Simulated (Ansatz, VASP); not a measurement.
Two plane-wave programs on Hf2PbO3

```
Hf Pb O
1.0
     5.15637    0.00000    0.00000
    -2.57818    4.46554    0.00000
     0.00000    0.00000    4.16559
Hf Pb O
2 1 3
Cartesian
  0.0000 2.9770 0.0000
  2.5782 1.4885 0.0000
  0.0000 0.0000 0.0000
  2.5782 0.0000 2.0828
  -1.2891 2.2328 2.0828
  1.2891 2.2328 2.0828
```

Change from the starting cell: species swapped into the LaCu3Ni2 type (P6/mmm, No. 191).

Alike in both runs: task single point; functional PBE; k mesh 6 × 6 × 4; occupations gaussian, width 0.1 eV; no spin polarisation.

```csv
,VASP,Ansatz
version,VASP 6.6.1,Ansatz 0.2.0
potentials or method,"VASP PAW PBE potentials, release 64 (Hf_pv, Pb_d, O), cutoff 520 eV","scalar-relativistic, plane waves, PAW"
valence electrons in the cell,52,84
```

```tsv
	VASP	Ansatz	Ansatz less VASP
gap on the k mesh at the Fermi level (eV)	none	none	-
pressure (GPa)	-13.5	-12.6	+0.91
traceless stress, the component that is largest in VASP (GPa)	-53.45	-53.45	+0.002
```

A gap of «none» marks a metal or a gap that the smearing closes. With one functional, cell and mesh, what is left measures potentials, basis and numerics. VASP's potentials hold 52 valence electrons a cell and Ansatz's 84, so a difference there can come from the potentials and not from the codes.

The k mesh is coarse, so the values compare programs but aren't converged. Neither program's run includes spin-orbit coupling.
